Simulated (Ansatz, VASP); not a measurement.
This is a calculation of MgS for Ansatz 0.2.0.

Contents of input:

```
crystal:
  lattice:
    - [3.61091, 0.0, 0.0]
    - [-1.80545, 3.12714, 0.0]
    - [0.0, 0.0, 3.30526]
  atoms:
    - { symbol: Mg, position: [0.0, 0.0, 0.5] }
    - { symbol: S, position: [0.66667, 0.33333, 0.0] }
hamiltonian:
  xc: pbe0
  pseudopotentials: { kind: paw }
kpoints:
  mp_grid: { grid: [5, 5, 4] }
scf:
  occupations: { method: fermi_dirac, width: 0.05 }
output:
  forces: true
  stress: true
  eigenvalues: true
relax:
  f_tol: 0.01
  max_steps: 40
  cell: { stress_tol: 0.05 }
```

Q: Set up the same calculation for VASP 6.6.1. Potentials there: VASP PAW PBE potentials, release 64 (Mg, S).

A: As run (the cutoff follows the program's own potentials):

File POSCAR:

```
MgS
1.0
    3.6109100000      0.0000000000      0.0000000000
   -1.8054500000      3.1271400000      0.0000000000
    0.0000000000      0.0000000000      3.3052600000
Mg S
1 1
Direct
    0.0000000000      0.0000000000      0.5000000000
    0.6666700000      0.3333300000      0.0000000000
```

INCAR.step1

```
PREC     = Accurate       # precision mode
ENCUT    = 600            # plane-wave cutoff, eV
EDIFF    = 1E-5           # SCF threshold, eV
ISMEAR   = -1             # smearing method
SIGMA    = 0.05           # smearing width, eV
LREAL    = False          # projectors in reciprocal space
LASPH    = True           # aspherical terms in the spheres
NELM     = 80             # most SCF steps
ALGO     = Normal         # electronic algorithm
LWAVE    = True           # write WAVECAR
LCHARG   = False          # write CHGCAR
GGA      = PE             # functional
NBANDS   = 11             # bands
```

The input INCAR.step2:

```
PREC     = Accurate       # precision mode
ENCUT    = 600            # plane-wave cutoff, eV
EDIFF    = 1E-6           # SCF threshold, eV
ISMEAR   = -1             # smearing method
SIGMA    = 0.05           # smearing width, eV
LREAL    = False          # projectors in reciprocal space
LASPH    = True           # aspherical terms in the spheres
NELM     = 80             # most SCF steps
ALGO     = Normal         # electronic algorithm
ISIF     = 3              # what is computed and relaxed
LWAVE    = False          # write WAVECAR
LCHARG   = False          # write CHGCAR
GGA      = PE             # functional
LHFCALC  = True           # exact exchange
AEXX     = 0.25           # exact-exchange fraction
PRECFOCK = Normal       
IBRION   = 2              # ionic algorithm
NSW      = 60             # ionic steps
EDIFFG   = -0.01          # ionic threshold
ISTART   = 1
```

File KPOINTS:

```
Automatic mesh
0
Gamma
  5 5 4
```

Potentials or basis: VASP PAW PBE potentials, release 64 (Mg, S).

The run is started by

```console
$ cat potpaw_PBE.64/Mg/POTCAR potpaw_PBE.64/S/POTCAR > POTCAR
$ cp INCAR.step1 INCAR
$ mpirun -np 1 vasp_std > vasp.out
$ cp INCAR.step2 INCAR
$ mpirun -np 1 vasp_std > vasp.out
```

Both were run:

|  | VASP | Ansatz | Ansatz less VASP |
| --- | --- | --- | --- |
| gap on the k mesh at the Fermi level, each at its own relaxed structure (eV) | 3.18 | 3.20 | +0.013 |
| relaxed volume (Å³/atom) | 18.25 | 18.34 | +0.095 |
| relaxed length of the cell vector where the two differ most in proportion (Å) | 3.580 | 3.587 | +0.0072 |

VASP's potentials hold 8 valence electrons a cell and Ansatz's 16, so a difference there can come from the potentials and not from the codes.

The k mesh is coarse, so the values compare programs but aren't converged. Noted on Ansatz's run: odd divisions of the mesh miss points on the zone boundary, where band edges often lie, so the gap on the mesh can be too wide; the plane-wave basis is chosen anew once the cell has moved, so the energies of steps on either side of that aren't comparable.
